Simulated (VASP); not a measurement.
The system is B2Ir2Rh.

```xyz
5
Lattice="0.0000 2.9428 0.0000 2.9428 0.0000 0.0000 1.4714 1.4714 -6.2673" Properties=species:S:1:pos:R:3 pbc="T T T"
Ir    1.4714    1.4714   -1.5860
Ir    2.9428    2.9428   -4.6813
B     1.4714    2.9428   -3.1336
B     2.9428    1.4714   -3.1336
Rh    0.0000    0.0000    0.0000
```

```yaml
Program: VASP 6.6.1
Task: relaxation of cell and atoms
Functional: r2SCAN
Potentials_or_basis: VASP PAW PBE potentials, release 64 (Ir, B, Rh_pv)
Cutoff: 600 eV
k_mesh: 6 × 6 × 6
Occupations: methfessel-paxton, width 0.1901 eV
Spin: no spin polarisation
```

At the start: pressure 19.2 GPa; volume 10.86 Å³/atom.

Question: How do energy, volume and symmetry change on relaxing?

Answer: Over 12 steps the energy falls by 219.1 meV/atom and the volume is 11.35 Å³/atom (+4.6 %); space group I4/mmm (No. 139, to 0.1 Å) before and after.

Step by step:
```
step  energy change (eV)  largest force (eV/Å)  pressure (GPa)  volume (Å³)
   1              0.0000                2.3324           19.18        54.28
   2             -0.0494                1.4110          -28.34        65.04
   3             -0.4938                1.5157          -10.37        59.41
   4             -0.9528                1.3678           -0.76        57.96
   5             -0.9535                1.4951           -0.23        57.90
   6             -1.0143                0.0530           -1.91        57.02
   7             -1.0770                0.5122           -1.80        57.41
   8             -1.0770                0.5338           -1.79        57.43
   9             -1.0938                0.1985            1.44        56.59
  10             -1.0938                0.2022            1.39        56.60
  11             -1.0906                0.3462           -2.15        57.05
  12             -1.0955                0.0034            0.05        56.76
```

Final structure:
```
Ir B Rh
1.0
     0.00000    2.82527    0.00000
     2.82527    0.00000    0.00000
     1.41264    1.41264   -7.11100
Ir B Rh
2 2 1
Direct
  0.36216 0.36216 0.27567
  0.63784 0.63784 0.72433
  0.75000 0.25000 0.50000
  0.25000 0.75000 0.50000
  0.00000 0.00000 0.00000
```

Caveat: the k points lie up to 0.38 Å⁻¹ apart in the final cell, too coarse for converged energies and pressures of a metal; the PAW data sets were made with another functional, which shifts forces and pressure a little.
